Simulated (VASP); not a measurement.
**Na2Ru: single point with PBE**

The system is Na2Ru.

```xyz
6
Lattice="2.6167 -3.0101 0.0000 2.6167 3.0101 0.0000 0.0000 0.0000 8.3274" Properties=species:S:1:pos:R:3 pbc="T T T"
Na    1.2847    0.0000    5.9299
Na    3.9487    0.0000    5.9299
Na    1.2847    0.0000    2.3975
Na    3.9487    0.0000    2.3975
Ru    2.6167   -1.1824    0.0000
Ru    2.6167    1.1824    0.0000
```

The cell was built from a structure type or drawn by symmetry, and may not be a known phase.

```json
{
 "Program": "VASP 6.6.1",
 "Task": "single point",
 "Functional": "PBE",
 "Potentials or basis": "VASP PAW PBE potentials, release 64 (Na_pv, Ru_pv)",
 "Cutoff": "520 eV",
 "k mesh": "4 × 4 × 4",
 "Occupations": "gaussian, width 0.1 eV",
 "Spin": "no spin polarisation"
}
```

```json
{"Pressure": "0.1 GPa", "Largest force": "0.059 eV/Å", "Band gap on the k mesh": "zero (bands 28 and 29 overlap by 0.54 eV)"}
```

Forces on the atoms (eV/Å):
```
Na   0.001  0.000 -0.001
Na  -0.001  0.000 -0.001
Na   0.001  0.000  0.001
Na  -0.001  0.000  0.001
Ru   0.000 -0.059  0.000
Ru   0.000  0.059  0.000
```

Stress tensor (GPa, compression positive):
```
0.05 0.00 0.00
0.00 0.20 0.00
0.00 0.00 0.05
```

Levels at points of the mesh, in eV from the Fermi level:
```csv
k point,band 25,band 26,band 27,band 28,band 29,band 30,band 31,band 32
"(0.00, 0.00, 0.00)",-1.91,-1.46,-0.29,0.04,0.09,0.25,1.34,4.05
"(0.50, 0.00, 0.00)",-1.88,-1.35,-0.96,-0.09,0.21,0.26,0.51,1.35
"(0.50, 0.50, 0.00)",-1.32,-0.22,-0.13,0.03,0.63,1.19,1.28,1.93
"(0.00, 0.00, 0.50)",-2.04,-0.28,0.04,0.09,0.26,0.35,1.34,1.96
"(0.50, 0.00, 0.50)",-1.64,-1.52,-0.93,-0.48,-0.33,0.11,0.39,1.35
"(0.50, 0.50, 0.50)",-1.28,-0.28,-0.22,0.22,0.63,0.83,1.35,1.57
```

Wall time 45 s on 1 thread of Intel(R) Xeon(R) 6975P-C (Granite Rapids), on a shared host, peak memory 0.26 GiB.

Caveat: the k points lie up to 0.40 Å⁻¹ apart, too coarse for converged energies and pressures of a metal.
